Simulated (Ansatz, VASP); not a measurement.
# MgO: VASP beside Ansatz

INCAR

```
SYSTEM = MgO
ALGO = Normal ; EDIFF = 1E-6
ENCUT = 520 ; GGA = PE
ISIF = 2 ; ISMEAR = -1
LASPH = .True. ; LCHARG = .False.
LREAL = .False. ; LWAVE = .False.
NBANDS = 16 ; NELM = 100
PREC = Accurate ; SIGMA = 0.02
```

KPOINTS

```
k-points
0
Gamma
  12 12 6
  0 0 0
```

POSCAR

```
MgO
1.0
    3.2882171868      0.0493232579      0.0000000000
   -1.6013933992      2.8230179880      0.0000000000
    0.0000000000      0.0000000000      5.0343664111
Mg O
2 2
Direct
    0.3300695536      0.6666891883     -0.0099008798
    0.6699304464      0.3333108117      0.4900991202
    0.3290290978      0.6669419944      0.3849008798
    0.6709709022      0.3330580056      0.8849008798
```

Input for Ansatz:

```yaml
crystal:
  lattice:
    - [3.2882171868, 0.0493232579, 0.0]
    - [-1.6013933992, 2.823017988, 0.0]
    - [0.0, 0.0, 5.0343664111]
  atoms:
    - { symbol: Mg, position: [0.3300695536, 0.6666891883, -0.0099008798] }
    - { symbol: Mg, position: [0.6699304464, 0.3333108117, 0.4900991202] }
    - { symbol: O, position: [0.3290290978, 0.6669419944, 0.3849008798] }
    - { symbol: O, position: [0.6709709022, 0.3330580056, 0.8849008798] }
kpoints:
  mp_grid: { grid: [12, 12, 6] }
  band_path:
    path:
      - [0.0, 0.0, 0.0]
      - [0.5, 0.0, 0.0]
      - [0.3333333333, 0.3333333333, 0.0]
      - [0.0, 0.0, 0.5]
      - [0.5, 0.0, 0.5]
      - [0.3333333333, 0.3333333333, 0.5]
    npoints: 1
hamiltonian:
  xc: pbe
scf:
  occupations: { method: fermi_dirac, width: 0.02 }
  n_extra_bands: 5
output:
  forces: true
  stress: true
  eigenvalues: true
  write_density: true
  write_potential: true
  elf: true
  volumetric_format: npy
```

Change from the starting cell: shear_xy strain +3.0%.

Alike in both runs: task single point; functional PBE; k mesh 12 × 12 × 6; occupations fermi-dirac, width 0.02 eV; no spin polarisation.

|  | VASP | Ansatz |
| --- | --- | --- |
| version | VASP 6.6.1 | Ansatz 0.2.0 |
| potentials or method | VASP PAW PBE potentials, release 64 (Mg, O) | plane waves, PAW |
| plane-wave cutoff (eV) | 520 | 420 |
| valence electrons in the cell | 16 | 32 |

Ansatz gave:

| Property | Result |
| --- | --- |
| gap on the k mesh at the Fermi level (eV) | 3.55 |
| pressure (GPa) | 3.9 |
| traceless stress, the component that is largest in VASP (GPa) | -1.38 |
| rms of the force components (eV/Å) | 0.008 |

Question: Estimate VASP's values.

Answer: gap on the k mesh at the Fermi level (eV): 3.54; pressure (GPa): 3.5; traceless stress, the component that is largest in VASP (GPa): -1.40; rms of the force components (eV/Å): 0.008.

Atom by atom the forces differ by 0.000 eV/Å (rms over components). With one functional, cell and mesh, what is left measures potentials, basis and numerics. VASP's potentials hold 16 valence electrons a cell and Ansatz's 32, so a difference there can come from the potentials and not from the codes.
